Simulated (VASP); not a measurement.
# Zr (Pm-3m) in VASP: a series of runs, part 2 of 2

VASP 6.6.1.

## Step 4: Relaxation of cell and atoms, PBEsol, target pressure 13 GPa, at which the enthalpy is minimised

INCAR

```
SYSTEM = Zr
ALGO = Normal
EDIFF = 1E-7
EDIFFG = -0.005
ENCUT = 600
GGA = PS
IBRION = 2
ISIF = 3
ISMEAR = -1
LASPH = .TRUE.
LCHARG = .FALSE.
LREAL = .FALSE.
LWAVE = .FALSE.
NELM = 60
NSW = 32
PREC = Accurate
PSTRESS = 130.0
SIGMA = 0.05
```

KPOINTS

```
k-points
0
G
  14 14 14
  0 0 0
```

POSCAR

```
Zr
1.0
    2.7422789273      0.0000000000      0.0000000000
    0.0000000000      2.7422789273      0.0000000000
    0.0000000000      0.0000000000      2.7422789273
Zr
1
Direct
    0.0000000000      0.0000000000      0.0000000000
```

Potentials or basis: VASP PAW PBE potentials, release 64 (Zr_sv).

Started as:

```console
cat potpaw_PBE.64/Zr_sv/POTCAR > POTCAR
mpirun -np 1 vasp_std > vasp.out
```

OUTCAR:

```text
SYSTEM = Zr
   EDIFF = 1E-7
   EDIFFG = -0.005
   ENCUT = 600
   GGA = PS
   IBRION = 2
   ISIF = 3
   ISMEAR = -1
   LASPH = .TRUE.
   LREAL = .FALSE.
   NELM = 60
   NSW = 32
   PREC = Accurate
   PSTRESS = 130.0

 ion  position               nearest neighbor table
   1  0.000  0.000  0.000-

  LATTYP: Found a simple cubic cell.
 ALAT       =     2.7422789273

  Lattice vectors:

 A1 = (   2.7422789273,   0.0000000000,   0.0000000000)
 A2 = (   0.0000000000,   2.7422789273,   0.0000000000)
 A3 = (   0.0000000000,   0.0000000000,   2.7422789273)

Analysis of symmetry for initial positions (statically):
=====================================================================
 Subroutine PRICEL returns:
 Original cell was already a primitive cell.

 Routine SETGRP: Setting up the symmetry group for a
 simple cubic supercell.

 Subroutine GETGRP returns: Found 48 space group operations
 (whereof 48 operations were pure point group operations)
 out of a pool of 48 trial point group operations.

The static configuration has the point symmetry O_h .

Analysis of symmetry for dynamics (positions and initial velocities):
=====================================================================
 Subroutine PRICEL returns:
 Original cell was already a primitive cell.

 Routine SETGRP: Setting up the symmetry group for a
 simple cubic supercell.

 Subroutine GETGRP returns: Found 48 space group operations
 (whereof 48 operations were pure point group operations)
 out of a pool of 48 trial point group operations.

The dynamic configuration has the point symmetry O_h .

 Subroutine INISYM returns: Found 48 space group operations
 (whereof 48 operations are pure point group operations),
 and found     1 'primitive' translations

----------------------------------------------------------------------------------------

                                     Primitive cell

  volume of cell :      20.6222

  direct lattice vectors                    reciprocal lattice vectors
     2.742278927  0.000000000  0.000000000     0.364660207  0.000000000  0.000000000
     0.000000000  2.742278927  0.000000000     0.000000000  0.364660207  0.000000000
     0.000000000  0.000000000  2.742278927     0.000000000  0.000000000  0.364660207

  length of vectors
     2.742278927  2.742278927  2.742278927     0.364660207  0.364660207  0.364660207

  position of ions in fractional coordinates (direct lattice)
     0.000000000  0.000000000  0.000000000

  ion indices of the primitive-cell ions
   primitive index   ion index
                 1           1

----------------------------------------------------------------------------------------

 KPOINTS: k-points

Automatic generation of k-mesh.
 Grid dimensions read from file:
 generate k-points for:   14   14   14

 Generating k-lattice:

  Cartesian coordinates                     Fractional coordinates (reciprocal lattice)
     0.026047158  0.000000000  0.000000000     0.071428571  0.000000000  0.000000000
     0.000000000  0.026047158  0.000000000     0.000000000  0.071428571  0.000000000
     0.000000000  0.000000000  0.026047158     0.000000000  0.000000000  0.071428571

  Length of vectors
     0.026047158  0.026047158  0.026047158
[... 41 lines left out ...]
   ions per type =               1
   NGX,Y,Z   is equivalent  to a cutoff of  14.55, 14.55, 14.55 a.u.
   NGXF,Y,Z  is equivalent  to a cutoff of  29.10, 29.10, 29.10 a.u.
 SYSTEM =  Zr
   PREC   = accura    normal or accurate (medium, high low for compatibility)
   ISTART =      0    job   : 0-new  1-cont  2-samecut
   ICHARG =      2    charge: 1-file 2-atom 10-const
   ISPIN  =      1    spin polarized calculation?
   LNONCOLLINEAR =      F non collinear calculations
   LSORBIT =      F    spin-orbit coupling
   LASPH  =      T    aspherical Exc in radial PAW
   ENCUT  =  600.0 eV  44.10 Ry    6.64 a.u.   5.48  5.48  5.48*2*pi/ulx,y,z
   NELM   =     60;   NELMIN=  2; NELMDL= -5     # of ELM steps
   EDIFF  = 0.1E-06   stopping-criterion for ELM
   LREAL  =      F    real-space projection
   EDIFFG = -.5E-02   stopping-criterion for IOM
   NSW    =     32    number of steps for IOM
   IBRION =      2    ionic relax: 0-MD 1-quasi-New 2-CG
   NFREE  =      1    steps in history (QN), initial steepest desc. (CG)
   ISIF   =      3    stress and relaxation
   ISYM   =      2    0-nonsym 1-usesym 2-fastsym
   POTIM  = 0.5000    time-step for ionic-motion
   TEBEG  =    0.0;   TEEND  =   0.0 temperature during run
   PSTRESS=  130.0 pullay stress
   NELECT =      12.0000    total number of electrons
   NUPDOWN=      -1.0000    fix difference up-down
   EMIN   =  10.00;   EMAX   =-10.00  energy-range for DOS
   EFERMI =   0.00;   METHOD = LEGACY
   ISMEAR =    -1;   SIGMA  =   0.05  broadening in eV -4-tet -1-fermi 0-gaus
   EFERMI_NEDOS =   21; number of points for ismear=-14 and -15
   IALGO  =     38    algorithm
   IMIX   =      4    mixing-type and parameters
     AMIX     =   0.40;   BMIX     =  1.00
     AMIX_MAG =   1.60;   BMIX_MAG =  1.00
  volume/ion in A,a.u.               =      20.62       139.17
  Fermi-wavevector in a.u.,A,eV,Ry     =   1.366754  2.582790 25.415900  1.868016
  Thomas-Fermi vector in A             =   2.492867
   LORBIT       =      0    0 simple, 1 ext, 2 COOP (PROOUT), +10 PAW based schemes
   GGA     = PS    functional components
   LHFCALC =     F    Hartree Fock is set to
   AEXX    =    0.0000 exact exchange contribution
   IVDW    =     0    specifies the selected vdW correction
   LEPSILON=     F    determine dielectric tensor
   LRPA    =     F    only Hartree local field effects (RPA)
 conjugate gradient relaxation of ions
 non-spin polarized calculation
  energy-cutoff  :      600.00
  volume of cell :       20.62
 maximum number of plane-waves:       715
 NGX is ok and might be reduce to    24
   NGX = 11   NGY = 11   NGZ = 11

--------------------------------------- Ionic step        1  -------------------------------------------

 number of electron      12.0000000 magnetization

 Free energy of the ion-electron system (eV)
  ---------------------------------------------------
  ext. energy  EPLUGINS =         0.00000000
  ---------------------------------------------------
  free energy    TOTEN  =        -8.10350605 eV

  energy without entropy =       -8.09150095  energy(sigma->0) =       -8.09750350

------------------------ aborting loop because EDIFF is reached ----------------------------------------

  FORCE on cell =-STRESS in cart. coord.  units (eV):
  Direction    XX          YY          ZZ          XY          YZ          ZX
  --------------------------------------------------------------------------------------
  -------------------------------------------------------------------------------------
  Total        1.7019515      1.7019515      1.7019515      0.0000000     -0.0000000     -0.0000000
  in kB      132.2278330    132.2278330    132.2278330      0.0000000     -0.0000000     -0.0000000
  external PRESSURE =       2.2278330 kB  Pullay stress =     130.0000000 kB
[... 61 lines left out ...]
--------------------------------------- Ionic step        3  -------------------------------------------

 number of electron      12.0000000 magnetization

 Free energy of the ion-electron system (eV)
  ---------------------------------------------------
  ext. energy  EPLUGINS =         0.00000000
  ---------------------------------------------------
  free energy    TOTEN  =        -8.10638845 eV

  energy without entropy =       -8.09442975  energy(sigma->0) =       -8.10040910

 E-fermi :   9.8955     XC(G=0): -11.6627

 val. band max:        9.8548563759   @ k =   0.4286   0.1429   0.0000
 cond. band min:       9.9093431795   @ k =   0.4286   0.1429   0.1429
 fundamental gap:      0.0544868035
 Fermi energy:         9.8954548877

 k-point     1 :       0.0000    0.0000    0.0000
  band No.  band energies     occupation
      1     -38.5062      2.00000
      2     -15.5573      2.00000
      3     -15.5573      2.00000
      4     -15.5573      2.00000
      5       4.6193      2.00000
      6       7.7247      2.00000
      7       7.7247      2.00000
      8      16.6731      0.00000
      9      16.6731      0.00000
     10      16.6731      0.00000
[... 287 lines left out ...]
 k-point    24 :       0.3571    0.2143    0.0000
  band No.  band energies     occupation
      1     -38.1846      2.00000
      2     -17.0836      2.00000
      3     -16.1813      2.00000
      4     -15.3324      2.00000
      5       7.7039      2.00000
      6       8.9767      2.00000
      7      10.9171      0.00000
      8      13.5394      0.00000
      9      13.5704      0.00000
     10      15.3257      0.00000

 [... further k-points ...]

------------------------ aborting loop because EDIFF is reached ----------------------------------------

  FORCE on cell =-STRESS in cart. coord.  units (eV):
  Direction    XX          YY          ZZ          XY          YZ          ZX
  --------------------------------------------------------------------------------------
  -------------------------------------------------------------------------------------
  Total        1.6759805      1.6759805      1.6759805      0.0000000     -0.0000000      0.0000000
  in kB      129.9879786    129.9879786    129.9879786      0.0000000     -0.0000000      0.0000000
  external PRESSURE =      -0.0120214 kB  Pullay stress =     130.0000000 kB
[... 20 lines left out ...]
  energy  without entropy=       -8.0944297473  energy(sigma->0) =       -8.10040910

  enthalpy is  TOTEN    =        -6.4302529178 eV   P V=        1.6761355323

 reached required accuracy - stopping structural energy minimisation
```

OSZICAR:

```text
N       E                     dE             d eps       ncg     rms          rms(c)
DAV:   1     0.994608519020E+02    0.99461E+02   -0.78949E+03  2400   0.136E+03
DAV:   2    -0.456667991306E+01   -0.10403E+03   -0.10161E+03  2618   0.322E+02
DAV:   3    -0.815142110130E+01   -0.35847E+01   -0.34556E+01  3376   0.533E+01
[... 22 lines left out ...]
DAV:   3    -0.810634985316E+01    0.81007E-04   -0.56667E-04  3344   0.214E-01    0.528E-02
DAV:   4    -0.810637136116E+01   -0.21508E-04   -0.18379E-05  3396   0.369E-02    0.242E-02
DAV:   5    -0.810638798189E+01   -0.16621E-04   -0.29691E-05  3556   0.345E-02    0.558E-03
DAV:   6    -0.810638836939E+01   -0.38750E-06   -0.26976E-07  2348   0.663E-03    0.175E-03
DAV:   7    -0.810638845011E+01   -0.80723E-07   -0.29016E-08  1270   0.247E-03
   3 F= -.64302529E+01 E0= -.64242736E+01  d E =-.231237E-04
```

It took 40 s on 1 thread of Intel Xeon Platinum 8259CL at 2.50GHz (Skylake/Cascade Lake), shared host; peak memory 0.16 GiB.

Results:

```yaml
Free_energy: -8.1064 eV
Relaxed_volume: 20.66 Å³/atom
Relaxed_cell: a = 2.744 Å, b = 2.744 Å, c = 2.744 Å, α = 90.00°, β = 90.00°, γ = 90.00°
Space_group_after_relaxing_to_0.05_Å: Pm-3m (No. 221)
Energy_change_on_relaxing_the_enthalpy_is_what_falls: -2.9 meV/atom
Ionic_steps: 3
Pressure_after_relaxing: 13.0 GPa
Band_gap_on_the_k_mesh: zero (band 6 reaches 10.91 eV, above the bottom of band 7 at 7.72 eV)
```

The path:
```
step  energy change (eV)  largest force (eV/Å)  pressure (GPa)  volume (Å³)
   1              0.0000                0.0000           13.22        20.62
   2             -0.0069                0.0000           12.70        20.71
   3             -0.0029                0.0000           13.00        20.66
```

Final structure:
```
Zr
1.0
     2.74384    0.00000    0.00000
     0.00000    2.74384    0.00000
     0.00000    0.00000    2.74384
Zr
1
Cartesian
  0.0000 0.0000 0.0000
```

Levels at points of the mesh, in eV from the Fermi level:
| k point | band 3 | band 4 | band 5 | band 6 | band 7 | band 8 | band 9 | band 10 |
| --- | --- | --- | --- | --- | --- | --- | --- | --- |
| (0.00, 0.00, 0.00) | -25.45 | -25.45 | -5.28 | -2.17 | -2.17 | 6.78 | 6.78 | 6.78 |
| (0.50, 0.00, 0.00) | -25.26 | -25.26 | -1.97 | -1.12 | 0.84 | 2.85 | 2.85 | 7.20 |
| (0.50, 0.50, 0.00) | -27.11 | -25.08 | -3.94 | -0.20 | 3.71 | 3.71 | 6.13 | 6.13 |
| (0.50, 0.50, 0.50) | -26.83 | -26.83 | -2.12 | -2.12 | -2.12 | 6.48 | 9.62 | 9.62 |

Caveat: the cell is relaxed towards a set pressure, so the enthalpy falls and the energy may rise; the PAW data sets were made with another functional, which shifts forces and pressure a little.

## Step 5: Relaxation of cell and atoms, PBEsol, target pressure 13 GPa, at which the enthalpy is minimised

This run uses another cell than the first one, of 21.38 Å³/atom, 1.037 times its volume.

Edit INCAR of step 4 so:

```diff
@@ -13,4 +13,4 @@
 LWAVE = .FALSE.
-NELM = 60
-NSW = 32
+NELM = 80
+NSW = 60
 PREC = Accurate
```

KPOINTS is that of step 4.

POSCAR

```
Zr
1.0
    2.7755009304      0.0000000000      0.0000000000
    0.0000000000      2.7755009304      0.0000000000
    0.0000000000      0.0000000000      2.7755009304
Zr
1
Direct
    0.0000000000      0.0000000000      0.0000000000
```

Started as:

```console
cat potpaw_PBE.64/Zr_sv/POTCAR > POTCAR
mpirun -np 1 vasp_std > vasp.out
```

Wall time 77 s (1 thread of Intel Xeon Platinum 8259CL at 2.50GHz (Skylake/Cascade Lake), shared host); peak memory 0.17 GiB.

The run converged. Its results:

| Property | Result |
| --- | --- |
| Free energy | -8.1069 eV |
| Relaxed volume | 20.66 Å³/atom |
| Relaxed cell | a = 2.744 Å, b = 2.744 Å, c = 2.744 Å, α = 90.00°, β = 90.00°, γ = 90.00° |
| Space group after relaxing (to 0.05 Å) | Pm-3m (No. 221) |
| Energy change on relaxing (the enthalpy is what falls) | +49.3 meV/atom |
| Ionic steps | 6 |
| Pressure after relaxing | 13.0 GPa |
| Band gap on the k mesh | zero (band 6 reaches 10.91 eV, above the bottom of band 7 at 7.72 eV) |

The path:
```
step  energy change (eV)  largest force (eV/Å)  pressure (GPa)  volume (Å³)
   1              0.0000                0.0000            9.02        21.38
   2              0.1359                0.0000           18.62        19.78
   3              0.0488                0.0000           12.96        20.67
   4              0.0499                0.0000           13.04        20.65
   5              0.0488                0.0000           12.96        20.67
   6              0.0493                0.0000           13.00        20.66
```

Final structure:
```cif
data_structure
_symmetry_space_group_name_H-M 'P 1'
_symmetry_Int_Tables_number 1
_cell_length_a 2.7440
_cell_length_b 2.7440
_cell_length_c 2.7440
_cell_angle_alpha 90.000
_cell_angle_beta 90.000
_cell_angle_gamma 90.000
_cell_volume 20.66
loop_
_atom_site_label
_atom_site_type_symbol
_atom_site_fract_x
_atom_site_fract_y
_atom_site_fract_z
_atom_site_occupancy
Zr1 Zr 0.00000 0.00000 0.00000 1
```

Levels at points of the mesh, in eV from the Fermi level:
```csv
k point,band 3,band 4,band 5,band 6,band 7,band 8,band 9,band 10
"(0.00, 0.00, 0.00)",-25.45,-25.45,-5.28,-2.17,-2.17,6.78,6.78,6.78
"(0.50, 0.00, 0.00)",-25.26,-25.26,-1.97,-1.12,0.84,2.85,2.85,7.20
"(0.50, 0.50, 0.00)",-27.11,-25.08,-3.94,-0.20,3.71,3.71,6.13,6.13
"(0.50, 0.50, 0.50)",-26.83,-26.83,-2.12,-2.12,-2.12,6.48,9.62,9.62
```

Caveat: the cell is relaxed towards a set pressure, so the enthalpy falls and the energy may rise; the PAW data sets were made with another functional, which shifts forces and pressure a little.

## Step 6: Summary

| task | cell | cutoff (eV) | gap on the mesh (eV) | pressure (GPa) |
| --- | --- | --- | --- | --- |
| single point | a = 2.742 Å, 1 atom | 520 | none | 13.2 |
| single point | a = 2.743 Å, 1 atom | 520 | none | 13.2 |
| relaxation of cell and atoms | relaxed to 13 GPa from a = 2.742 Å, 1 atom | 600 | none | 13.0 |
| relaxation of cell and atoms | relaxed to 13 GPa from a = 2.776 Å, 1 atom | 600 | none | 13.0 |

Alike in all rows: level PBEsol; potentials or basis VASP PAW PBE potentials, release 64 (Zr_sv); no spin polarisation; k mesh 14 × 14 × 14; smearing fermi-dirac 0.05 eV.

Caveats: the PAW data sets were made with another functional, which shifts forces and pressure a little; the cell is relaxed towards a set pressure, so the enthalpy falls and the energy may rise (some runs).

Absolute energies hang on the potentials; compare differences alone.
